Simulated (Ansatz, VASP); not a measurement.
Two plane-wave programs on MgCd5Te6

INCAR

```
PREC = Accurate
ENCUT = 520
EDIFF = 1E-6
ISMEAR = 0
SIGMA = 0.1
LREAL = False
LASPH = True
NELM = 80
ALGO = Normal
ISIF = 2
LWAVE = False
LCHARG = False
GGA = PE
NBANDS = 61
```

The input KPOINTS:

```
Automatic mesh
0
Gamma
  3 3 1
```

The input POSCAR:

```
MgCd5Te6
1.0
    4.6644568094      0.0000000000      0.0000000000
   -2.3322284047      4.0395380918      0.0000000000
    0.0000000000      0.0000000000     22.8906652000
Mg Cd Te
1 5 6
Direct
    0.0000000000      0.0000000000      0.1656250000
    0.6666666667      0.3333333333      0.0021450000
    0.6666666667      0.3333333333      0.3317750000
    0.6666666667      0.3333333333      0.6667660000
    0.0000000000      0.0000000000      0.4991900000
    0.0000000000      0.0000000000      0.8343430000
    0.6666666667      0.3333333333      0.1274540000
    0.6666666667      0.3333333333      0.4570520000
    0.6666666667      0.3333333333      0.7921630000
    0.0000000000      0.0000000000      0.2891950000
    0.0000000000      0.0000000000      0.6245640000
    0.0000000000      0.0000000000      0.9597270000
```

Input for Ansatz:

```yaml
crystal:
  lattice:
    - [4.6644568094, 0.0, 0.0]
    - [-2.3322284047, 4.0395380918, 0.0]
    - [0.0, 0.0, 22.8906652]
  atoms:
    - { symbol: Mg, position: [0.0, 0.0, 0.165625] }
    - { symbol: Cd, position: [0.6666666667, 0.3333333333, 0.002145] }
    - { symbol: Cd, position: [0.6666666667, 0.3333333333, 0.331775] }
    - { symbol: Cd, position: [0.6666666667, 0.3333333333, 0.666766] }
    - { symbol: Cd, position: [0.0, 0.0, 0.49919] }
    - { symbol: Cd, position: [0.0, 0.0, 0.834343] }
    - { symbol: Te, position: [0.6666666667, 0.3333333333, 0.127454] }
    - { symbol: Te, position: [0.6666666667, 0.3333333333, 0.457052] }
    - { symbol: Te, position: [0.6666666667, 0.3333333333, 0.792163] }
    - { symbol: Te, position: [0.0, 0.0, 0.289195] }
    - { symbol: Te, position: [0.0, 0.0, 0.624564] }
    - { symbol: Te, position: [0.0, 0.0, 0.959727] }
basis:
  ecutwfc: 420
kpoints:
  mp_grid: { grid: [3, 3, 1] }
hamiltonian:
  xc: pbe
scf:
  occupations: { method: gaussian, width: 0.1 }
  lower_state_search: "off"
output:
  forces: true
  stress: true
  eigenvalues: true
```

Alike in both runs: task single point; functional PBE; k mesh 3 × 3 × 1; occupations gaussian, width 0.1 eV; no spin polarisation.

|  | VASP | Ansatz |
| --- | --- | --- |
| version | VASP 6.6.1 | Ansatz 0.2.0 |
| potentials or method | VASP PAW PBE potentials, release 64 (Mg, Cd, Te), cutoff 520 eV | scalar-relativistic, plane waves, PAW |
| valence electrons in the cell | 98 | 206 |

```csv
,VASP,Ansatz,Ansatz less VASP
gap on the k mesh at the Fermi level (eV),0.77,0.77,+0.004
least direct gap on the mesh (eV),0.77,0.77,+0.004
pressure (GPa),0.5,0.4,-0.09
"traceless stress, the component that is largest in VASP (GPa)",-0.60,-0.59,+0.005
rms of the force components (eV/Å),0.032,0.030,-0.0022
```

Atom by atom the forces differ by 0.004 eV/Å (rms over components). With one functional, cell and mesh, what is left measures potentials, basis and numerics. VASP's potentials hold 98 valence electrons a cell and Ansatz's 206, so a difference there can come from the potentials and not from the codes.

The k mesh is coarse, so the values compare programs but aren't converged. Neither program's run includes spin-orbit coupling.
